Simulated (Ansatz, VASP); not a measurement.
## CdAg: VASP beside Ansatz

```
CELL_PARAMETERS angstrom
3.39660 0.00000 0.00000
0.00000 3.39660 0.00000
0.00000 0.00000 3.33000
ATOMIC_POSITIONS crystal
Cd 0.50000 0.50000 0.50000
Ag 0.00000 0.00000 0.00000
```

Change from the starting cell: equal xx and yy strain of +2 %, crystal datasets.

Alike in both runs: task electric field gradients; functional PBEsol; k mesh 12 × 12 × 12; occupations fermi-dirac, width 0.05 eV; no spin polarisation.

|  | VASP | Ansatz |
| --- | --- | --- |
| version | VASP 6.6.1 | Ansatz 0.2.0 |
| potentials or method | VASP PAW PBE potentials, release 64 (Cd, Ag), cutoff 520 eV | all-electron PAW with datasets made for the crystal, scalar-relativistic |

Ansatz gave:

| Property | Result |
| --- | --- |
| pressure (GPa) | -4.7 |
| traceless stress, the component that is largest in VASP (GPa) | 0.33 |
| size of Vzz on the site where it differs most (V/Å²) | 5.2 |

Q: What did VASP give for the same quantities?

A: Pressure (GPa): -4.4; traceless stress, the component that is largest in VASP (GPa): 0.33; size of Vzz on the site where it differs most (V/Å²): 4.4.

VASP's potentials were made for PBE, not for PBEsol. Ansatz ran all-electron here, and VASP with PAW potentials.
